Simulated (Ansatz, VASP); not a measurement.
# One calculation of FeCoSe2, two programs

```
CELL_PARAMETERS angstrom
3.58068 0.00000 0.00000
-1.79034 3.10096 0.00000
0.00000 0.00000 5.23741
ATOMIC_POSITIONS crystal
Se 0.66667 0.33333 0.75210
Se 0.33333 0.66667 0.24790
Co 0.00000 0.00000 0.50000
Fe 0.00000 0.00000 0.00000
```

Alike in both runs: task single point; functional PBE; k mesh 9 × 9 × 5; occupations fermi-dirac, width 0.05 eV; collinear spin, ferromagnetic start.

```csv
,VASP,Ansatz
version,VASP 6.6.1,Ansatz 0.2.0
potentials or method,"VASP PAW PBE potentials, release 64 (Se, Co, Fe)",Ansatz PAW
plane-wave cutoff (eV),520,420
valence electrons in the cell,29,65
```

VASP gave:

* gap on the k mesh at the Fermi level (eV): none
* pressure (GPa): 3.8
* traceless stress, the component that is largest in VASP (GPa): 0.72
* rms of the force components (eV/Å): 0.189
* net moment per atom (μB): 0.45
* size of the moment on the site where the two differ most (μB): 1.64

Problem. Estimate Ansatz's values.

Solution. gap on the k mesh at the Fermi level (eV): none; pressure (GPa): 0.9; traceless stress, the component that is largest in VASP (GPa): 0.04; rms of the force components (eV/Å): 0.037; net moment per atom (μB): 0.21; size of the moment on the site where the two differ most (μB): 0.93.

The net moments are unlike, so the other rows may belong to different states. Site moments also hang on the region over which each program counts them. Atom by atom the forces differ by 0.153 eV/Å (rms over components). A gap of «none» marks a metal or a gap that the smearing closes. VASP's potentials hold 29 valence electrons a cell and Ansatz's 65, so a difference there can come from the potentials and not from the codes.
